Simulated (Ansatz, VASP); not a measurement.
**Two plane-wave programs on O**

```
CELL_PARAMETERS angstrom
10.00000 0.00000 0.00000
0.00000 10.50000 0.00000
0.00000 0.00000 11.00000
ATOMIC_POSITIONS crystal
O 0.50000 0.50000 0.44500
O 0.50000 0.50000 0.55500
```

Alike in both runs: task relaxation of the atoms; functional r2SCAN; k mesh 1 × 1 × 1; occupations gaussian, width 0.01 eV; collinear spin.

|  | VASP | Ansatz |
| --- | --- | --- |
| version | VASP 6.6.1 | Ansatz 0.2.0 |
| potentials or method | VASP PAW PBE potentials, release 64 (O), cutoff 520 eV | scalar-relativistic, plane waves, PAW |
| valence electrons in the cell | 12 | 12 |

Ansatz gave:

```
gap on the k mesh at the Fermi level, each at its own relaxed structure (eV) : 3.40
net moment per atom (μB)                                                     : 1.00
size of the moment on the site where the two differ most (μB)                : 0.58
```

Q: Which values does VASP return?

A: gap on the k mesh at the Fermi level, each at its own relaxed structure (eV): 3.44; net moment per atom (μB): 1.00; size of the moment on the site where the two differ most (μB): 0.83.

VASP's potentials were made for PBE, not for r2SCAN. Site moments also hang on the region over which each program counts them. Ansatz's warnings: stress scf threshold loose.

Noted on VASP's run: the standard files for N, O and F lose accuracy on very short bonds.
